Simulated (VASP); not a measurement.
Input of a VASP 6.6.1 run:

File INCAR:

```
PREC = Accurate
ENCUT = 520
EDIFF = 1E-7
ISMEAR = -1
SIGMA = 0.6
LREAL = False
LASPH = True
NELM = 100
ALGO = Normal
ISIF = 2
LWAVE = False
LCHARG = False
GGA = CA
NBANDS = 11
```

Contents of KPOINTS:

```
regular mesh
0
Gamma
  9 9 9
```

POSCAR

```
Ba
1.0
   -2.3789385306      2.3789385306      2.3789385306
    2.3789385306     -2.3789385306      2.3789385306
    2.3789385306      2.3789385306     -2.3789385306
Ba
1
Direct
    0.0000000000      0.0000000000      0.0000000000
```

Potentials or basis: VASP PAW LDA potentials, release 64 (Ba_sv).

Launch:

```sh
$ cat potpaw_LDA.64/Ba_sv/POTCAR > POTCAR
$ mpirun -np 1 vasp_std > vasp.out
```

Task: Predict the pressure.

Result: 1.0 GPa.

Task: What does it give for the band gap on the k mesh?

Result: Zero (band 5 reaches 2.60 eV, above the bottom of band 6 at 1.34 eV).

Caveat: spin-orbit coupling is left out, which moves the levels of the heavy elements.
